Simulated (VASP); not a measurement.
A run of VASP 6.6.1 is set up as follows.

INCAR

```
SYSTEM = Ti
  PREC = Accurate
  ENCUT = 600
  EDIFF = 1E-6
  ISMEAR = -1
  SIGMA = 0.1
  LREAL = .FALSE.
  LASPH = .TRUE.
  NELM = 100
  ALGO = Normal
  ISIF = 3
  LWAVE = .FALSE.
  LCHARG = .FALSE.
  GGA = PS
  IBRION = 2
  NSW = 80
  EDIFFG = -0.01
```

KPOINTS

```
regular mesh
0
G
  13 13 13
  0 0 0
```

The input POSCAR:

```
Ti
1.0
   -1.6404466475      1.6404466475      1.6404466475
    1.6404466475     -1.6404466475      1.6404466475
    1.6404466475      1.6404466475     -1.6404466475
Ti
1
Direct
    0.0000000000      0.0000000000      0.0000000000
```

Potentials or basis: VASP PAW PBE potentials, release 64 (Ti_sv).

Launch:

```sh
$ cat potpaw_PBE.64/Ti_sv/POTCAR > POTCAR
$ mpirun -np 1 vasp_std > vasp.out
```

**Question.** What does it give for the relaxed volume?

**Answer.** 16.56 Å³/atom.

**Question.** Estimate the band gap on the k mesh.

**Answer.** Zero (band 6 reaches 9.49 eV, above the bottom of band 7 at 7.90 eV).

**Question.** What does it give for the relaxed cell?

**Answer.** a = 2.781 Å, b = 2.781 Å, c = 2.781 Å, α = 109.47°, β = 109.47°, γ = 109.47°.

Step by step:
```csv
step,energy change (eV),largest force (eV/Å),pressure (GPa),volume (Å³)
1,0.0000,0.0000,-6.37,17.66
2,-0.0142,0.0000,4.55,15.92
3,-0.0231,0.0000,0.03,16.56
```

Caveat: the PAW data sets were made with another functional, which shifts forces and pressure a little.
